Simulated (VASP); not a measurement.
Wanted: the native input for a VASP 6.6.1 run.

* Task: single point
* Functional: PBEsol
* Potentials or basis: VASP PAW PBE potentials, release 64 (Ag, Cl)
* Cutoff: 520 eV
* k mesh: 8 × 8 × 8
* Occupations: gaussian, width 0.05 eV
* Spin: no spin polarisation
* Dipole correction: no
* Further INCAR settings: ALGO = Normal; EDIFF = 1e-06; NBANDS = 16

The structure of AgCl lies in POSCAR:

```
AgCl
1.0
    0.0000000000      2.7315527500      2.8147472500
    2.7315527500      0.0000000000      2.8147472500
    2.7315527500      2.7315527500      0.0000000000
Ag Cl
1 1
Direct
    0.5000000000      0.5000000000      0.5000000000
    0.0000000000      0.0000000000      0.0000000000
```

This cell differs from its parent crystal: strain -0.015 along x and y, +0.015 along z.

The input as run:

INCAR

```
  PREC = Accurate
  ENCUT = 520
  EDIFF = 1E-6
  ISMEAR = 0
  SIGMA = 0.05
  LREAL = False
  LASPH = True
  NELM = 80
  ALGO = Normal
  ISIF = 2
  LWAVE = False
  LCHARG = False
  GGA = PS
  NBANDS = 16
```

KPOINTS

```
Automatic mesh
0
Gamma
  8 8 8
```

Potentials or basis: VASP PAW PBE potentials, release 64 (Ag, Cl).

The run is started by

```bash
$ cat potpaw_PBE.64/Ag/POTCAR potpaw_PBE.64/Cl/POTCAR > POTCAR
$ mpirun -np 1 vasp_std > vasp.out
```

It gave:

The pressure is -2.0 GPa. The band gap on the k mesh is 0.64 eV, indirect (least direct gap 3.07 eV).

Caveat: the cell differs from its parent crystal (strain -0.015 along x and y, +0.015 along z); the PAW data sets were made with another functional, which shifts forces and pressure a little.

Wall time 20 s on 1 thread of Intel(R) Xeon(R) Platinum 8488C (Sapphire Rapids) (shared host), peak memory 0.19 GiB.
